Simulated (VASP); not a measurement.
Wanted: the native input for a VASP 6.6.1 run.

```
Task                   : relaxation of cell and atoms
Functional             : PBE
Potentials or basis    : VASP PAW PBE potentials, release 64 (Br, Ca_sv)
Cutoff                 : 600 eV
k mesh                 : 8 × 8 × 6
Occupations            : fermi-dirac, width 0.05 eV
Spin                   : no spin polarisation
Target pressure        : 30 GPa
Dipole correction      : no
Further INCAR settings : ALGO = Normal; EDIFF = 1e-06; IBRION = 2; EDIFFG = -0.01; NSW = 60; ISIF = 3
```

The structure of CaBr lies in POSCAR:

```
CaBr
1.0
    3.9170223818      0.0000000000      0.0000000000
   -1.9585111909      3.3922408898      0.0000000000
    0.0000000000      0.0000000000      4.3410340000
Br Ca
1 1
Direct
    0.3333333333      0.6666666667      0.5000000000
    0.0000000000      0.0000000000      0.0000000000
```

The input as run:

INCAR

```
PREC = Accurate
ENCUT = 600
EDIFF = 1E-6
ISMEAR = -1
SIGMA = 0.05
LREAL = False
LASPH = True
NELM = 80
ALGO = Normal
ISIF = 3
LWAVE = False
LCHARG = False
GGA = PE
IBRION = 2
NSW = 60
EDIFFG = -0.01
PSTRESS = 300.0
```

KPOINTS

```
regular mesh
0
Gamma
  8 8 6
```

Potentials or basis: VASP PAW PBE potentials, release 64 (Br, Ca_sv).

The run is started by

```console
$ cat potpaw_PBE.64/Br/POTCAR potpaw_PBE.64/Ca_sv/POTCAR > POTCAR
$ mpirun -np 1 vasp_std > vasp.out
```

Results of the run:

```json
{"Relaxed volume": "18.59 Å³/atom", "Relaxed cell": "a = 3.370 Å, b = 3.370 Å, c = 3.780 Å, α = 90.00°, β = 90.00°, γ = 120.00°", "Space group after relaxing (to 0.1 Å)": "P-6m2 (No. 187)", "Energy change on relaxing (the run minimises the enthalpy)": "+638.0 meV/atom", "Ionic steps": "7", "Pressure after relaxing": "30.0 GPa", "Band gap on the k mesh": "zero (an odd number of electrons rules out a gap without spin polarisation)"}
```

Caveat: the cell is relaxed towards a set pressure, so the run minimises the enthalpy, not the energy; the volume moved by over 15 % at a fixed basis, so the end points are rough; an odd number of electrons without spin polarisation forces a metal; a magnetic or distorted state may lie lower.

Wall time 59 s on 1 thread of Intel(R) Xeon(R) 6975P-C (Granite Rapids), with other jobs on the host, peak memory 0.22 GiB.
